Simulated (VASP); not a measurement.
# AlNi3 (P-6m2) in VASP: further runs, part 2 of 2

VASP 6.6.1. Earlier steps stand in the parts before.

## 3. Relaxation of cell and atoms, PBE, collinear spin, ferrimagnetic start

This run uses another cell than the first one, of 11.44 Å³/atom.

The input, INCAR:

```
ALGO = Normal ; EDIFF = 1E-6
EDIFFG = -0.04 ; ENCUT = 600
GGA = PE ; IBRION = 2
ISIF = 3 ; ISMEAR = 0
ISPIN = 2 ; LASPH = T
LCHARG = F ; LMAXMIX = 4
LORBIT = 11 ; LREAL = F
LWAVE = F ; MAGMOM = 0 2 2 -2
NELM = 150 ; NSW = 90
PREC = Accurate ; SIGMA = 0.1
```

The input, KPOINTS:

```
k-points
0
Gamma
  6 6 2
```

The input, POSCAR:

```
AlNi3
1.0
    2.5637782100      0.0000000000      0.0000000000
   -1.2818891100      2.2202970600      0.0000000000
    0.0000000000      0.0000000000      8.0395848300
Al Ni
1 3
Direct
    0.6666666700      0.3333333300      0.0000000000
    0.3333333300      0.6666666700      0.7500000000
    0.3333333300      0.6666666700      0.2500000000
    0.6666666700      0.3333333300      0.5000000000
```

Potentials or basis: VASP PAW PBE potentials, release 64 (Al, Ni).

Command:

```sh
cat potpaw_PBE.64/Al/POTCAR potpaw_PBE.64/Ni/POTCAR > POTCAR
mpirun -np 1 vasp_std > vasp.out
```

OUTCAR:

```text
EDIFF = 1E-6
   EDIFFG = -0.04
   ENCUT = 600
   GGA = PE
   IBRION = 2
   ISIF = 3
   ISMEAR = 0
   ISPIN = 2
   LASPH = T
   LORBIT = 11
   LREAL = F
   NELM = 150
   NSW = 90
   PREC = Accurate

 ion  position               nearest neighbor table
   1  0.667  0.333  0.000-   2 2.50   3 2.50   2 2.50   3 2.50   2 2.50   3 2.50
   2  0.333  0.667  0.750-   1 2.50   4 2.50   1 2.50   4 2.50   1 2.50   4 2.50
   3  0.333  0.667  0.250-   1 2.50   4 2.50   1 2.50   4 2.50   1 2.50   4 2.50
   4  0.667  0.333  0.500-   2 2.50   3 2.50   2 2.50   3 2.50   2 2.50   3 2.50

  LATTYP: Found a hexagonal cell.
 ALAT       =     2.5637782100
 C/A-ratio  =     3.1358347608

  Lattice vectors:

 A1 = (   2.5637782100,   0.0000000000,   0.0000000000)
 A2 = (  -1.2818891100,   2.2202970600,   0.0000000000)
 A3 = (   0.0000000000,   0.0000000000,   8.0395848300)

[... 426 lines left out ...]
 fundamental gap:      0.0741654913
 Fermi energy:         9.2164780702

 spin component 1

 k-point     1 :       0.0000    0.0000    0.0000
  band No.  band energies     occupation
      1      -1.6738      1.00000
      2       2.1849      1.00000
      3       2.3161      1.00000
      4       5.3447      1.00000
      5       6.8969      1.00000
      6       7.5339      1.00000
[... 325 lines left out ...]
     20      13.1180      0.00000
     21      13.6652      0.00000
 Fermi energy:         9.2164780702

 spin component 2

 k-point     1 :       0.0000    0.0000    0.0000
  band No.  band energies     occupation
      1      -1.6637      1.00000
      2       2.1975      1.00000
      3       2.3304      1.00000
      4       5.2530      1.00000
      5       6.8225      1.00000
      6       7.4325      1.00000
[... 356 lines left out ...]
  FREE ENERGIE OF THE ION-ELECTRON SYSTEM (eV)
  ---------------------------------------------------
  free  energy   TOTEN  =       -20.8753318165 eV

  energy  without entropy=      -20.8497061848  energy(sigma->0) =      -20.86251900

 reached required accuracy - stopping structural energy minimisation

 total charge

# of ion       s       p       d       tot
------------------------------------------
    1        0.419   0.447   0.000   0.865
    2        0.469   0.485   8.379   9.333
    3        0.469   0.485   8.379   9.333
    4        0.462   0.419   8.311   9.191
--------------------------------------------------
tot          1.819   1.835  25.069  28.724

 magnetization (x)

# of ion       s       p       d       tot
------------------------------------------
    1       -0.001   0.002   0.000   0.001
    2        0.001   0.006  -0.080  -0.072
    3        0.001   0.006  -0.080  -0.072
    4        0.003   0.008  -0.266  -0.254
--------------------------------------------------
tot          0.005   0.023  -0.425  -0.397
```

Run time: 4.5 min. Hardware: 1 thread of AMD EPYC 7R13, shared host; peak memory 0.17 GiB.

What came out:

```
Free energy                                           : -20.8753 eV
Relaxed volume                                        : 11.64 Å³/atom
Relaxed cell                                          : a = 2.615 Å, b = 2.615 Å, c = 7.861 Å, α = 90.00°, β = 90.00°, γ = 120.00°
Space group after relaxing (to 0.1 Å)                 : P-6m2 (No. 187)
Energy gained by relaxing                             : 16.1 meV/atom
Ionic steps                                           : 7
Pressure after relaxing                               : 0.1 GPa
Largest force after relaxing                          : 0.007 eV/Å
Net moment                                            : -0.38 μB per cell
Site moments                                          : Al +0.00; Ni -0.07, -0.25 (each value once) μB
Valence electrons inside the program's atomic spheres : Al 0.86; Ni 9.33, 9.19 (each value once)
```

Forces on the atoms (eV/Å):
```
Al   0.000  0.000  0.000
Ni   0.000  0.000  0.007
Ni   0.000  0.000 -0.007
Ni   0.000  0.000  0.000
```

The path:
```tsv
step	energy change (eV)	largest force (eV/Å)	pressure (GPa)	volume (Å³)
1	0.0000	0.4093	3.03	45.76
2	-0.0536	0.2125	-2.10	47.19
3	-0.0537	0.2030	-2.29	47.26
4	-0.0622	0.0581	0.68	46.41
5	-0.0630	0.0931	0.00	46.60
6	-0.0640	0.0436	0.07	46.57
7	-0.0642	0.0066	0.14	46.54
```

Final structure:
```
Al Ni
1.0
     2.61467    0.00000    0.00000
    -1.30734    2.26437    0.00000
     0.00000    0.00000    7.86087
Al Ni
1 3
Direct
  0.66667 0.33333 0.00000
  0.33333 0.66667 0.75505
  0.33333 0.66667 0.24495
  0.66667 0.33333 0.50000
```

Levels at points of the mesh, in eV from the Fermi level:
Spin up:
```
           k point  band 14  band 15  band 16  band 17  band 18  band 19  band 20  band 21
(0.00, 0.00, 0.00)    -1.09    -0.67    -0.67    -0.52    -0.16    -0.16     4.11    12.52
(0.50, 0.00, 0.00)    -0.16    -0.08     0.20     0.45     0.50     2.05     3.56     4.07
(0.00, 0.00, 0.50)    -1.11    -1.11    -0.65    -0.65    -0.17    -0.17     6.27     8.97
(0.50, 0.00, 0.50)    -0.16    -0.09     0.20     0.54     0.68     2.39     3.65     4.31
```
Spin down:
```csv
k point,band 14,band 15,band 16,band 17,band 18,band 19,band 20,band 21
"(0.00, 0.00, 0.00)",-1.17,-0.81,-0.81,-0.50,-0.35,-0.35,4.05,12.50
"(0.50, 0.00, 0.00)",-0.27,-0.20,-0.11,0.24,0.47,2.01,3.54,3.99
"(0.00, 0.00, 0.50)",-1.19,-1.19,-0.79,-0.79,-0.36,-0.36,6.27,8.91
"(0.50, 0.00, 0.50)",-0.26,-0.21,-0.11,0.44,0.54,2.31,3.63,4.30
```

Caveat: the k points lie up to 0.46 Å⁻¹ apart in the final cell.
